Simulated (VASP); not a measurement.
A run of VASP 6.6.1:

Contents of INCAR:

```
SYSTEM = Ge7H2
ALGO = Normal
DIPOL = 0.5 0.5 0.361
EDIFF = 1E-7
ENCUT = 520
GGA = CA
IDIPOL = 3
ISIF = 2
ISMEAR = 0
LASPH = .TRUE.
LCHARG = .FALSE.
LDIPOL = .TRUE.
LREAL = Auto
LWAVE = .FALSE.
NBANDS = 115
NELM = 100
PREC = Accurate
SIGMA = 0.05
```

The input KPOINTS:

```
k-points
0
G
  6 3 1
  0 0 0
```

The input POSCAR:

```
Ge7H2
1.0
    3.9752292141      0.0000000000      0.0000000000
    0.0000000000      7.9504584281      0.0000000000
    0.0000000000      0.0000000000     22.1891745247
Ge H
14 4
Direct
    0.0000000000      0.2500000000      0.2211186323
    0.0000000000      0.7500000000      0.2211186323
    0.0000000000      0.5000000000      0.2844583372
    0.0000000000      0.0000000000      0.2844583372
    0.5000000000      0.5000000000      0.3477980422
    0.5000000000      0.0000000000      0.3477980422
    0.5000000000      0.7501473843      0.4151918440
    0.5000000000      0.2499249286      0.4111039412
    0.0000000000      0.7503297254      0.4821771990
    0.0000000000      0.2498954998      0.4746026335
    0.0000000000      0.0073945681      0.5443795840
    0.0000000000      0.4928149396      0.5439446463
    0.5000000000      0.0956179570      0.5997122054
    0.5000000000      0.4071114322      0.5997122054
   -0.3085651772      0.2500000000      0.1796750369
    0.3085651772      0.2500000000      0.1796750369
    0.3079205199      0.7500000000      0.1794214520
   -0.3079205199      0.7500000000      0.1794214520
```

Potentials or basis: VASP PAW LDA potentials, release 64 (Ge_d, H).

The run is started by

```console
$ cat potpaw_LDA.64/Ge_d/POTCAR potpaw_LDA.64/H/POTCAR > POTCAR
$ mpirun -np 1 vasp_std > vasp.out
```

Hardware: 1 thread of Intel Xeon 8259CL, on a shared host.

Question: How long does it take, and how much memory?

Answer: Run time: 64 min on 1 thread of Intel Xeon 8259CL, on a shared host, peak memory 0.7 GiB. Counts: scf iterations 31, k points 8.
